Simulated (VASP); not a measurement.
Set up this calculation in VASP 6.6.1, as the native input.

| Item | Value |
| --- | --- |
| Task | single point |
| Functional | PBE |
| Potentials or basis | VASP PAW PBE potentials, release 64 (Mo_sv, C, O) |
| Cutoff | 520 eV |
| k mesh | 6 × 6 × 1 |
| Occupations | gaussian, width 0.1 eV |
| Spin | no spin polarisation |
| Dipole correction | yes |
| Further INCAR settings | ALGO = Normal; EDIFF = 1e-07; NBANDS = 57 |

The structure of Mo6CO lies in POSCAR:

```
Mo6CO
1.0
    4.4695765303      0.0000000000      0.0000000000
   -2.2347882651      3.8707668194      0.0000000000
    0.0000000000      0.0000000000     22.2595667262
Mo C O
6 1 1
Direct
    0.6666666667      0.3333333333      0.1796980170
    0.3333333333      0.6666666667      0.2206848206
    0.0000000000      0.0000000000      0.2616716241
    0.6666666667      0.3333333333      0.2990464568
    0.3333333333      0.6666666667      0.3355219825
    0.0000000000      0.0000000000      0.3710569405
    0.1666666667      0.3333333333      0.4910053668
    0.2415872221      0.4831744442      0.5361360507
```

One way to write it, as run:

INCAR

```
SYSTEM = Mo6CO
  ALGO = Normal
  DIPOL = 0.5 0.5 0.337
  EDIFF = 1E-7
  ENCUT = 520
  GGA = PE
  IDIPOL = 3
  ISIF = 2
  ISMEAR = 0
  LASPH = .TRUE.
  LCHARG = .FALSE.
  LDIPOL = .TRUE.
  LREAL = .FALSE.
  LWAVE = .FALSE.
  NBANDS = 57
  NELM = 100
  PREC = Accurate
  SIGMA = 0.1
```

KPOINTS

```
k-points
0
G
  6 6 1
  0 0 0
```

Potentials or basis: VASP PAW PBE potentials, release 64 (Mo_sv, C, O).

Run with:

```bash
$ cat potpaw_PBE.64/Mo_sv/POTCAR potpaw_PBE.64/C/POTCAR potpaw_PBE.64/O/POTCAR > POTCAR
$ mpirun -np 1 vasp_std > vasp.out
```

It gave:

* Largest force: 1.644 eV/Å
* Band gap on the k mesh: zero (bands 47 and 48 overlap by 0.03 eV)

Run time: 11 min on 1 thread of Intel(R) Xeon(R) 6975P-C (Granite Rapids), with other jobs on the host, peak memory 0.62 GiB.
